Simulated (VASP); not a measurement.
A run of VASP 6.6.1 is set up as follows.

Contents of INCAR:

```
SYSTEM = Hf
PREC = Accurate
ENCUT = 520
EDIFF = 1E-7
ISMEAR = -1
SIGMA = 0.1
LREAL = .FALSE.
LASPH = .TRUE.
NELM = 80
ALGO = Normal
ISIF = 2
LWAVE = .FALSE.
LCHARG = .FALSE.
NBANDS = 11
```

KPOINTS

```
regular mesh
0
G
  9 9 9
  0 0 0
```

The input POSCAR:

```
Hf
1.0
    0.0000000000      2.1846646020      2.1846646020
    2.1846646020      0.0000000000      2.1846646020
    2.1846646020      2.1846646020      0.0000000000
Hf
1
Direct
    0.0000000000      0.0000000000      0.0000000000
```

Potentials or basis: VASP PAW LDA potentials, release 64 (Hf_pv).

Command:

```bash
$ cat potpaw_LDA.64/Hf_pv/POTCAR > POTCAR
$ mpirun -np 1 vasp_std > vasp.out
```

Predict the pressure.

0.0 GPa.

Predict the band gap on the k mesh.

zero (band 5 reaches 6.48 eV, above the bottom of band 6 at 4.54 eV).

Caveat: spin-orbit coupling is left out, which moves the levels of the heavy elements.
